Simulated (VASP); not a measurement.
Input of a VASP 6.6.1 run:

File POSCAR:

```
Mg2SO
1.0
    1.6115140531      0.9304080724      5.5810405267
   -1.6115140531      0.9304080724      5.5810405267
    0.0000000000     -1.8608161447      5.5810405267
O S Mg
1 1 2
Direct
    1.0000000000      0.0000000000      0.0000000000
    0.5000000000      0.5000000000      0.5000000000
    0.2620368089      0.2620368089      0.2620368089
    0.7379631911      0.7379631911      0.7379631911
```

The input INCAR.step1:

```
PREC = Accurate ; ENCUT = 520
ISMEAR = 0 ; SIGMA = 0.01
LREAL = False ; LASPH = True
NELM = 100 ; NBANDS = 16
GGA = PE ; ALGO = Normal
EDIFF = 1E-4 ; LWAVE = True
LCHARG = False
```

INCAR.step2

```
PREC = Accurate ; ENCUT = 520
EDIFF = 1E-7 ; ISMEAR = 0
SIGMA = 0.01 ; LREAL = False
LASPH = True ; NELM = 100
ALGO = Normal ; ISIF = 2
LWAVE = False ; LCHARG = True
METAGGA = R2SCAN ; LMIXTAU = True
LELF = True ; LVHAR = True
NBANDS = 16 ; ISTART = 1
```

File KPOINTS:

```
regular mesh
0
Gamma
  10 10 10
```

Potentials or basis: VASP PAW PBE potentials, release 64 (O, S, Mg).

Command:

```console
$ cat potpaw_PBE.64/O/POTCAR potpaw_PBE.64/S/POTCAR potpaw_PBE.64/Mg/POTCAR > POTCAR
$ cp INCAR.step1 INCAR
$ mpirun -np 1 vasp_std > vasp.out
$ cp INCAR.step2 INCAR
$ mpirun -np 1 vasp_std > vasp.out
```

What does it give for the largest force?

0.005 eV/Å.

What does it give for the band gap on the k mesh?

1.25 eV.

Predict the pressure.

5.9 GPa.

Forces on the atoms (eV/Å):
```
O    0.000  0.000  0.000
S    0.000  0.000  0.000
Mg   0.000  0.000 -0.005
Mg   0.000  0.000  0.005
```

Caveat: the cell differs from its parent crystal (epitaxial xy strain -3.5%); the cell stands under pressure; the PAW data sets were made with another functional, which shifts forces and pressure a little. A k mesh can miss the band edges.
